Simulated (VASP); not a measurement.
Set up this calculation in VASP 6.6.1, as the native input.

```yaml
Task: single point
Functional: PBE
Potentials_or_basis: VASP PAW PBE potentials, release 64 (Mg, O)
Cutoff: 520 eV
k_mesh: 8 × 8 × 8
Occupations: gaussian, width 0.01 eV
Spin: no spin polarisation
Dipole_correction: no
Further_INCAR_settings: ALGO = Normal; EDIFF = 1e-07; NBANDS = 11
```

The structure of MgO lies in POSCAR:

```
MgO
1.0
    0.0000000000      2.2589659666      2.2589659666
    2.2589659666      0.0000000000      2.2589659666
    2.2589659666      2.2589659666      0.0000000000
Mg O
1 1
Direct
    0.0000000000      0.0000000000      0.0000000000
    0.2500000000      0.2500000000      0.2500000000
```

This cell differs from its parent crystal: volume changed by -6%.

The input as run:

INCAR

```
PREC = Accurate
ENCUT = 520
EDIFF = 1E-7
ISMEAR = 0
SIGMA = 0.01
LREAL = False
LASPH = True
NELM = 80
ALGO = Normal
ISIF = 2
LWAVE = False
LCHARG = True
GGA = PE
LELF = True
LVHAR = True
NBANDS = 11
```

KPOINTS

```
regular mesh
0
Gamma
  8 8 8
```

Potentials or basis: VASP PAW PBE potentials, release 64 (Mg, O).

Run with:

```console
$ cat potpaw_PBE.64/Mg/POTCAR potpaw_PBE.64/O/POTCAR > POTCAR
$ mpirun -np 1 vasp_std > vasp.out
```

Results of the run:

The pressure is 7.7 GPa and the band gap on the k mesh is 3.82 eV, direct.

Wall time 3.3 s on 1 thread of Intel(R) Xeon(R) 6975P-C (Granite Rapids), with other jobs on the host, peak memory 0.13 GiB.
